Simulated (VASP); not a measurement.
## Al: single point with PBE

The system is Al.

```xyz
1
Lattice="-1.5912 1.5912 1.5912 1.5912 -1.5912 1.5912 1.5912 1.5912 -1.5912" Properties=species:S:1:pos:R:3 pbc="T T T"
Al    0.0000    0.0000    0.0000
```

| Item | Value |
| --- | --- |
| Program | VASP 6.6.1 |
| Task | single point |
| Functional | PBE |
| Potentials or basis | VASP PAW PBE potentials, release 64 (Al) |
| Cutoff | 520 eV |
| k mesh | 12 × 12 × 12 |
| Occupations | gaussian, width 0.027 eV |
| Spin | no spin polarisation |
| Dipole correction | no |
| Further INCAR settings | ALGO = Normal; EDIFF = 1e-06; NBANDS = 8 |

```
Pressure : 3.9 GPa
```

Levels at points of the mesh, in eV from the Fermi level:
```csv
k point,band 1,band 2,band 3,band 4,band 5
"(0.00, 0.00, 0.00)",-11.29,13.42,13.42,13.42,15.06
"(0.50, 0.00, 0.00)",-4.40,-3.87,8.34,8.36,10.16
"(0.50, 0.50, 0.50)",1.92,1.92,1.92,2.96,2.96
```

It took 10 s on 1 thread of AMD EPYC 7R43 64-Core Processor (Zen 3), on a shared host, peak memory 0.09 GiB.
